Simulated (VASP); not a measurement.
Input of a VASP 6.6.1 run:

Contents of INCAR:

```
SYSTEM = GaN
ALGO = Normal ; EDIFF = 1E-6
ENCUT = 520 ; GGA = PE
ISIF = 2 ; ISMEAR = 0
LASPH = .True. ; LCHARG = .False.
LREAL = .False. ; LWAVE = .False.
NBANDS = 16 ; NELM = 60
PREC = Accurate ; SIGMA = 0.01
```

KPOINTS

```
k-points
0
Gamma
  6 6 6
  0 0 0
```

File POSCAR:

```
GaN
1.0
    0.0433454747      2.2473189650      2.2473189650
    2.2473189650      0.0433454747      2.2473189650
    2.2473189650      2.2473189650      0.0433454747
Ga N
1 1
Direct
    0.0015142730      0.0015142730      0.0015142730
    0.2484857270      0.2484857270      0.2484857270
```

Potentials or basis: VASP PAW PBE potentials, release 64 (Ga_d, N).

Command:

```console
$ cat potpaw_PBE.64/Ga_d/POTCAR potpaw_PBE.64/N/POTCAR > POTCAR
$ mpirun -np 1 vasp_std > vasp.out
```

Predict the largest force.

0.020 eV/Å.

Estimate the pressure.

12.9 GPa.

What does it give for the band gap on the k mesh?

1.87 eV, direct.

Stress tensor (GPa, compression positive):
```
12.89 -3.17 -3.17
-3.17 12.89 -3.17
-3.17 -3.17 12.89
```

Caveat: the cell differs from its parent crystal (epitaxial 111 strain -2.0%).
